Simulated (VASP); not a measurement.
# GaAs (F-43m) in VASP: further runs

Runs on GaAs. Level: r2SCAN. Tasks: single point, relaxation of cell and atoms.

Everything below comes from runs of VASP 6.6.1. Logs are shortened: lines on timing, memory, paths and dates and some standing lists are left out, and cuts for length are marked.

**Experimental background.**

“Evidence of valence band perturbations in GaAsN/GaAs(001): A combined variable-angle spectroscopic ellipsometry and modulated photoreflectance investigation”, 2008, arxiv:0805.2212 reports, for a bulk crystal of GaAs at 300 K: band gap 1.412 ± 0.01 eV (direct).

How close the calculation comes is told below.

## Step 1: The cell of the first run

Symmetry: F-43m, No. 216, cubic system. Conventional cell: a = 5.722 Å, b = 5.722 Å, c = 5.722 Å, α = 90.00°, β = 90.00°, γ = 90.00°. Within 3.3 Å of Ga (site symmetry -43m) lie 4 As at 2.48 Å. Within 3.3 Å of As (site symmetry -43m) lie 4 Ga at 2.48 Å.

## Step 2: Single point, r2SCAN

POSCAR reads:

```
GaAs
1.0
    2.8608912163      2.8608912163      0.0000000000
   -2.8608912163      2.8608912163      0.0000000000
    0.0000000000      2.8608912163      2.8608912163
Ga As
1 1
Direct
    0.0000000000      0.0000000000      0.0000000000
    0.7500000000      0.2500000000      0.5000000000
```

INCAR.step1 reads:

```
ALGO = Normal
EDIFF = 1E-4
ENCUT = 520
GGA = PE
ISMEAR = 0
LASPH = T
LCHARG = F
LREAL = F
LWAVE = T
NBANDS = 16
NELM = 100
PREC = Accurate
SIGMA = 0.01
```

INCAR.step2 reads:

```
ALGO = Normal
EDIFF = 1E-7
ENCUT = 520
ISIF = 2
ISMEAR = 0
ISTART = 1
LASPH = T
LCHARG = F
LMIXTAU = T
LREAL = F
LWAVE = F
METAGGA = R2SCAN
NBANDS = 16
NELM = 100
PREC = Accurate
SIGMA = 0.01
```

KPOINTS reads:

```
k-points
0
Gamma
  8 8 8
```

Potentials or basis: VASP PAW PBE potentials, release 64 (Ga_d, As).

On the command line:

```sh
> cat potpaw_PBE.64/Ga_d/POTCAR potpaw_PBE.64/As/POTCAR > POTCAR
> cp INCAR.step1 INCAR
> mpirun -np 1 vasp_std > vasp.out
> cp INCAR.step2 INCAR
> mpirun -np 1 vasp_std > vasp.out
```

OUTCAR:

```text
EDIFF = 1E-7
   ENCUT = 520
   ISIF = 2
   ISMEAR = 0
   ISTART = 1
   LASPH = T
   LREAL = F
   METAGGA = R2SCAN
   NELM = 100
   PREC = Accurate

 ion  position               nearest neighbor table
   1  0.000  0.000  0.000-   2 2.48   2 2.48   2 2.48   2 2.48
   2  0.750  0.250  0.500-   1 2.48   1 2.48   1 2.48   1 2.48

  LATTYP: Found a face centered cubic cell.
 ALAT       =     5.7217824326

  Lattice vectors:

 A1 = (   0.0000000000,   2.8608912163,   2.8608912163)
 A2 = (   2.8608912163,   0.0000000000,   2.8608912163)
 A3 = (   2.8608912163,   2.8608912163,   0.0000000000)

Analysis of symmetry for initial positions (statically):
=====================================================================
 Subroutine PRICEL returns:
 Original cell was already a primitive cell.

 Routine SETGRP: Setting up the symmetry group for a
 face centered cubic supercell.

 Subroutine GETGRP returns: Found 24 space group operations
 (whereof 24 operations were pure point group operations)
 out of a pool of 48 trial point group operations.

The static configuration has the point symmetry T_d .

Analysis of symmetry for dynamics (positions and initial velocities):
=====================================================================
 Subroutine PRICEL returns:
 Original cell was already a primitive cell.

 Routine SETGRP: Setting up the symmetry group for a
 face centered cubic supercell.

 Subroutine GETGRP returns: Found 24 space group operations
 (whereof 24 operations were pure point group operations)
 out of a pool of 48 trial point group operations.

The dynamic configuration has the point symmetry T_d .

 Subroutine INISYM returns: Found 24 space group operations
 (whereof 24 operations are pure point group operations),
 and found     1 'primitive' translations

----------------------------------------------------------------------------------------

                                     Primitive cell

  volume of cell :      46.8311

  direct lattice vectors                    reciprocal lattice vectors
     2.860891216  2.860891216  0.000000000     0.174770714  0.174770714 -0.174770714
    -2.860891216  2.860891216  0.000000000    -0.174770714  0.174770714 -0.174770714
     0.000000000  2.860891216  2.860891216     0.000000000  0.000000000  0.349541428

  length of vectors
     4.045911159  4.045911159  4.045911159     0.302711756  0.302711756  0.349541428

  position of ions in fractional coordinates (direct lattice)
[... 73 lines left out ...]
   ISPIN  =      1    spin polarized calculation?
   LNONCOLLINEAR =      F non collinear calculations
   LSORBIT =      F    spin-orbit coupling
   LASPH  =      T    aspherical Exc in radial PAW
   ENCUT  =  520.0 eV  38.22 Ry    6.18 a.u.   7.52  7.52  7.52*2*pi/ulx,y,z
   NELM   =    100;   NELMIN=  2; NELMDL=  0     # of ELM steps
   EDIFF  = 0.1E-06   stopping-criterion for ELM
   LREAL  =      F    real-space projection
   EDIFFG = 0.1E-05   stopping-criterion for IOM
   NSW    =      0    number of steps for IOM
   IBRION =     -1    ionic relax: 0-MD 1-quasi-New 2-CG
   NFREE  =      0    steps in history (QN), initial steepest desc. (CG)
   ISIF   =      2    stress and relaxation
   ISYM   =      2    0-nonsym 1-usesym 2-fastsym
   POTIM  = 0.5000    time-step for ionic-motion
   TEBEG  =    0.0;   TEEND  =   0.0 temperature during run
   PSTRESS=    0.0 pullay stress
   NELECT =      18.0000    total number of electrons
   NUPDOWN=      -1.0000    fix difference up-down
   EMIN   =  10.00;   EMAX   =-10.00  energy-range for DOS
   EFERMI =   0.00;   METHOD = LEGACY
   ISMEAR =     0;   SIGMA  =   0.01  broadening in eV -4-tet -1-fermi 0-gaus
   EFERMI_NEDOS =   21; number of points for ismear=-14 and -15
   IALGO  =     38    algorithm
   IMIX   =      4    mixing-type and parameters
     AMIX     =   0.40;   BMIX     =  1.00
     AMIX_MAG =   1.60;   BMIX_MAG =  1.00
  volume/ion in A,a.u.               =      23.42       158.02
  Fermi-wavevector in a.u.,A,eV,Ry     =   1.190294  2.249330 19.276739  1.416800
  Thomas-Fermi vector in A             =   2.326382
   LORBIT       =      0    0 simple, 1 ext, 2 COOP (PROOUT), +10 PAW based schemes
   METAGGA = R2SCAN    functional components
   LHFCALC =     F    Hartree Fock is set to
   AEXX    =    0.0000 exact exchange contribution
   IVDW    =     0    specifies the selected vdW correction
   LEPSILON=     F    determine dielectric tensor
   LRPA    =     F    only Hartree local field effects (RPA)
 non-spin polarized calculation
 Gauss-broadening in eV      SIGMA  =   0.01
  energy-cutoff  :      520.00
  volume of cell :       46.83
 maximum number of plane-waves:      1283
   NGX = 15   NGY = 15   NGZ = 15

 number of electron      17.9999984 magnetization

 Free energy of the ion-electron system (eV)
  ---------------------------------------------------
  ext. energy  EPLUGINS =         0.00000000
  ---------------------------------------------------
  free energy    TOTEN  =       -27.04538605 eV

  energy without entropy =      -27.04538605  energy(sigma->0) =      -27.04538605

 E-fermi :   3.4285     XC(G=0): -10.0840

 val. band max:        3.3470379278   @ k =   0.0000   0.0000   0.0000
 cond. band min:       4.0568982299   @ k =   0.0000   0.0000   0.0000
 fundamental gap:      0.7098603021
 Fermi energy:         3.4285457233

 k-point     1 :       0.0000    0.0000    0.0000
  band No.  band energies     occupation
      1     -11.8316      2.00000
      2     -11.8316      2.00000
      3     -11.8316      2.00000
      4     -11.7510      2.00000
      5     -11.7509      2.00000
      6      -9.6034      2.00000
[... 433 lines left out ...]
      3     -11.8005      2.00000
      4     -11.7549      2.00000
      5     -11.7476      2.00000
      6      -7.5267      2.00000
[... 8 lines left out ...]
     15      15.5166      0.00000
     16      16.0156      0.00000

 [... further k-points ...]
[... 5 lines left out ...]
  --------------------------------------------------------------------------------------
  -------------------------------------------------------------------------------------
  Total       -0.5503917     -0.5503917     -0.5503917     -0.0000000     -0.0000000     -0.0000000
  in kB      -18.8299194    -18.8299194    -18.8299194     -0.0000000     -0.0000000     -0.0000000
  external PRESSURE =     -18.8299194 kB  Pullay stress =       0.0000000 kB

 VOLUME and BASIS-vectors are now :
 -----------------------------------------------------------------------------
  energy-cutoff  :      520.00
  volume of cell :       46.83
      direct lattice vectors                 reciprocal lattice vectors
     2.860891216  2.860891216  0.000000000     0.174770714  0.174770714 -0.174770714
    -2.860891216  2.860891216  0.000000000    -0.174770714  0.174770714 -0.174770714
     0.000000000  2.860891216  2.860891216     0.000000000  0.000000000  0.349541428

 POSITION                                       TOTAL-FORCE (eV/Angst)
 -----------------------------------------------------------------------------------
      0.00000      0.00000      0.00000         0.000000      0.000000     -0.000000
      1.43045      4.29134      1.43045        -0.000000     -0.000000      0.000000
 -----------------------------------------------------------------------------------
    total drift:                               -0.000024     -0.000000     -0.000000

  FREE ENERGIE OF THE ION-ELECTRON SYSTEM (eV)
  ---------------------------------------------------
  free  energy   TOTEN  =       -27.0453860485 eV

  energy  without entropy=      -27.0453860485  energy(sigma->0) =      -27.04538605
```

OUTCAR.step1:

```text
EDIFF = 1E-4
   ENCUT = 520
   GGA = PE
   ISMEAR = 0
   LASPH = T
[... 676 lines left out ...]
 -----------------------------------------------------------------------------------
      0.00000      0.00000      0.00000        -0.000000     -0.000000     -0.000000
      1.43045      4.29134      1.43045         0.000000      0.000000      0.000000
 -----------------------------------------------------------------------------------
    total drift:                               -0.000002     -0.000000     -0.000000

  FREE ENERGIE OF THE ION-ELECTRON SYSTEM (eV)
  ---------------------------------------------------
  free  energy   TOTEN  =        -8.2692524041 eV

  energy  without entropy=       -8.2692524041  energy(sigma->0) =       -8.26925240
```

OSZICAR.step1:

```text
N       E                     dE             d eps       ncg     rms          rms(c)
DAV:   1     0.820359296856E+02    0.82036E+02   -0.89195E+03   936   0.153E+03
DAV:   2    -0.205825726701E+01   -0.84094E+02   -0.80556E+02  1064   0.302E+02
DAV:   3    -0.832214243147E+01   -0.62639E+01   -0.62452E+01  1136   0.646E+01
DAV:   4    -0.842123907836E+01   -0.99097E-01   -0.99083E-01  1136   0.915E+00
DAV:   5    -0.842262325291E+01   -0.13842E-02   -0.13841E-02  1144   0.954E-01    0.280E+00
DAV:   6    -0.828557299864E+01    0.13705E+00   -0.21076E-01  1408   0.763E+00    0.168E+00
DAV:   7    -0.826789770864E+01    0.17675E-01   -0.59479E-02  1144   0.171E+00    0.556E-01
DAV:   8    -0.826878276989E+01   -0.88506E-03   -0.99774E-03  1088   0.112E+00    0.983E-02
DAV:   9    -0.826918575666E+01   -0.40299E-03   -0.93477E-04  1144   0.370E-01    0.521E-02
DAV:  10    -0.826925240412E+01   -0.66647E-04   -0.59004E-05   872   0.799E-02
   1 F= -.82692524E+01 E0= -.82692524E+01  d E =-.379607E-28
```

Wall time 41 s (1 thread of Intel Xeon 6975P-C (Granite Rapids), shared host); peak memory 0.18 GiB.

Results:

```
Free energy            : -27.0454 eV
Pressure               : -1.9 GPa
Band gap on the k mesh : 0.71 eV, direct
```

Levels at points of the mesh, in eV from the valence-band top:
| k point | band 5 | band 6 | band 7 | band 8 | band 9 | band 10 | band 11 | band 12 | band 13 | band 14 |
| --- | --- | --- | --- | --- | --- | --- | --- | --- | --- | --- |
| (0.00, 0.00, 0.00) | -15.10 | -12.95 | 0.00 | 0.00 | 0.00 | 0.71 | 4.03 | 4.03 | 4.03 | 8.12 |
| (0.50, 0.00, 0.00) | -15.09 | -11.21 | -6.62 | -1.13 | -1.13 | 1.25 | 4.97 | 4.97 | 8.24 | 10.86 |
| (0.50, 0.50, 0.00) | -15.09 | -10.48 | -6.82 | -2.65 | -2.65 | 1.82 | 1.96 | 10.57 | 10.57 | 11.41 |

Caveat: the PAW data sets were made with another functional, which shifts forces and pressure a little.

## Step 3: Relaxation of cell and atoms, r2SCAN, target pressure -2 GPa, at which the enthalpy is minimised

This run uses another cell than the first one, of 22.75 Å³/atom, 0.971 times its volume.

POSCAR reads:

```
GaAs
1.0
    2.8334300943      2.8334300943      0.0000000000
   -2.8334300943      2.8334300943      0.0000000000
    0.0000000000      2.8334300943      2.8334300943
Ga As
1 1
Direct
    0.0000000000      0.0000000000      0.0000000000
    0.7500000000      0.2500000000      0.5000000000
```

INCAR.step1 reads:

```
SYSTEM = GaAs
  PREC = Accurate
  ENCUT = 600
  ISMEAR = 0
  SIGMA = 0.01
  LREAL = .FALSE.
  LASPH = .TRUE.
  NELM = 100
  GGA = PE
  ALGO = Normal
  EDIFF = 1E-4
  LWAVE = .TRUE.
  LCHARG = .FALSE.
```

INCAR.step2 reads:

```
SYSTEM = GaAs
  PREC = Accurate
  ENCUT = 600
  EDIFF = 1E-6
  ISMEAR = 0
  SIGMA = 0.01
  LREAL = .FALSE.
  LASPH = .TRUE.
  NELM = 100
  ALGO = Normal
  ISIF = 3
  LWAVE = .FALSE.
  LCHARG = .FALSE.
  METAGGA = R2SCAN
  LMIXTAU = .TRUE.
  IBRION = 2
  NSW = 100
  EDIFFG = -0.002
  PSTRESS = -20.0
  ISTART = 1
```

KPOINTS reads:

```
regular mesh
0
G
  8 8 8
  0 0 0
```

Potentials or basis: VASP PAW PBE potentials, release 64 (Ga_d, As).

On the command line:

```sh
> cat potpaw_PBE.64/Ga_d/POTCAR potpaw_PBE.64/As/POTCAR > POTCAR
> cp INCAR.step1 INCAR
> mpirun -np 1 vasp_std > vasp.out
> cp INCAR.step2 INCAR
> mpirun -np 1 vasp_std > vasp.out
```

Run time: 2 min. Hardware: 1 thread of Intel Xeon 6975P-C (Granite Rapids), shared host; peak memory 0.21 GiB.

It converged, with:

```yaml
Free_energy: -27.0450 eV
Relaxed_volume: 23.45 Å³/atom
Relaxed_cell: a = 4.048 Å, b = 4.048 Å, c = 4.048 Å, α = 60.00°, β = 60.00°, γ = 90.00°
Space_group_after_relaxing_to_0.05_Å: F-43m (No. 216)
Energy_change_on_relaxing_the_enthalpy_is_what_falls: +4.5 meV/atom
Ionic_steps: 7
Pressure_after_relaxing: -2.0 GPa
Band_gap_on_the_k_mesh: 0.70 eV, direct
```

The path:
| step | energy change (eV) | largest force (eV/Å) | pressure (GPa) | volume (Å³) |
| --- | --- | --- | --- | --- |
| 1 | 0.0000 | 0.0000 | 0.09 | 45.50 |
| 2 | 0.0177 | 0.0000 | -2.76 | 47.47 |
| 3 | 0.0085 | 0.0000 | -1.66 | 46.86 |
| 4 | 0.0110 | 0.0000 | -2.29 | 47.05 |
| 5 | 0.0098 | 0.0000 | -2.06 | 46.96 |
| 6 | 0.0095 | 0.0000 | -2.03 | 46.93 |
| 7 | 0.0091 | 0.0000 | -2.00 | 46.90 |

Final structure:
```yaml
crystal:
  lattice:
    - [2.86233, 2.86233, 0.00000]
    - [-2.86233, 2.86233, 0.00000]
    - [0.00000, 2.86233, 2.86233]
  atoms:
    - { symbol: Ga, position: [0.00000, 0.00000, 0.00000] }
    - { symbol: As, position: [0.75000, 0.25000, 0.50000] }
```

Levels at points of the mesh, in eV from the valence-band top:
```csv
k point,band 5,band 6,band 7,band 8,band 9,band 10,band 11,band 12,band 13
"(0.00, 0.00, 0.00)",-15.10,-12.94,0.00,0.00,0.00,0.70,4.03,4.03,4.03
"(0.50, 0.00, 0.00)",-15.09,-11.21,-6.61,-1.13,-1.13,1.25,4.97,4.97,8.24
"(0.50, 0.50, 0.00)",-15.09,-10.48,-6.82,-2.64,-2.64,1.82,1.96,10.55,10.55
```

Caveat: the cell is relaxed towards a set pressure, so the enthalpy falls and the energy may rise; the PAW data sets were made with another functional, which shifts forces and pressure a little.

[end of part 1 of 3]
